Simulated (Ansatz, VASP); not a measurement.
## Y: VASP beside Ansatz

```
CELL_PARAMETERS angstrom
3.92742 2.26750 9.04373
-3.92742 2.26750 9.04373
0.00000 -4.53499 9.04373
ATOMIC_POSITIONS crystal
Y 0.07268 0.54215 0.07268
Y 0.07268 0.07268 0.54215
Y 0.54215 0.07268 0.07268
Y 0.92732 0.45785 0.92732
Y 0.45785 0.92732 0.92732
Y 0.92732 0.92732 0.45785
Y 0.22378 0.63172 0.22378
Y 0.22378 0.22378 0.63172
Y 0.63172 0.22378 0.22378
Y 0.77622 0.36828 0.77622
Y 0.36828 0.77622 0.77622
Y 0.77622 0.77622 0.36828
```

Alike in both runs: functional PBE; k mesh 3 × 3 × 3; occupations gaussian, width 0.1 eV; no spin polarisation.

Ansatz relaxed the structure, and its values are those at the end. VASP's run is a single point on that final structure, the one shown.

```csv
,VASP,Ansatz
version,VASP 6.6.1,Ansatz 0.2.0
potentials or method,"VASP PAW PBE potentials, release 64 (Y_sv), cutoff 520 eV","scalar-relativistic, plane waves, PAW"
valence electrons in the cell,132,132
```

Ansatz gave:

```
gap on the k mesh at the Fermi level (eV) : none
pressure (GPa)                            : 0.0
rms of the force components (eV/Å)        : 0.010
```

Estimate VASP's values.

gap on the k mesh at the Fermi level (eV): none; pressure (GPa): -0.1; rms of the force components (eV/Å): 0.014.

A gap of «none» marks a metal or a gap that the smearing closes. The functional is the same, so the differences come from potentials, cutoffs and numerics.
